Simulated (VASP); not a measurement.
VH2: single point with PBEsol

Crystal: VH2.

```
CELL_PARAMETERS angstrom
2.08209 2.08209 0.00000
-2.08209 2.08209 0.00000
0.00000 0.00000 4.16418
ATOMIC_POSITIONS crystal
V 0.00000 0.00000 0.00000
V 0.50000 0.50000 0.50000
H 0.00000 0.50000 0.75000
H 0.50000 0.00000 0.75000
H 0.50000 0.00000 0.25000
H 0.00000 0.50000 0.25000
```

```yaml
Program: VASP 6.6.1
Task: single point
Functional: PBEsol
Potentials_or_basis: VASP PAW PBE potentials, release 64 (V_sv, H)
Cutoff: 520 eV
k_mesh: 12 × 12 × 8
Occupations: gaussian, width 0.1 eV
Spin: no spin polarisation
```

| Item | Value |
| --- | --- |
| Pressure | 0.1 GPa |
| Band gap on the k mesh | zero (bands 15 and 16 overlap by 2.67 eV) |

Levels at points of the mesh, in eV from the Fermi level:
```csv
k point,band 11,band 12,band 13,band 14,band 15,band 16,band 17,band 18,band 19,band 20
"(0.00, 0.00, 0.00)",-5.62,-3.87,-1.05,-1.05,-1.05,0.82,0.82,1.34,1.75,1.76
"(0.50, 0.00, 0.00)",-5.61,-5.61,-1.63,-1.63,0.08,0.08,0.39,0.39,2.23,2.23
"(0.50, 0.50, 0.00)",-5.62,-5.62,-3.87,-3.87,1.75,1.75,1.76,1.76,1.76,1.76
"(0.00, 0.00, 0.50)",-4.93,-4.93,-0.83,-0.83,-0.01,-0.01,-0.01,-0.01,1.27,1.27
"(0.50, 0.00, 0.50)",-5.65,-5.65,-0.92,-0.92,-0.92,-0.92,1.64,1.64,1.64,1.64
"(0.50, 0.50, 0.50)",-6.23,-6.23,-2.87,-2.87,0.35,0.35,1.76,1.76,3.72,3.72
```

Wall time 30 s on 1 thread of Intel(R) Xeon(R) 6975P-C (Granite Rapids) (shared host), peak memory 0.22 GiB.

Caveat: the PAW data sets were made with another functional, which shifts forces and pressure a little.
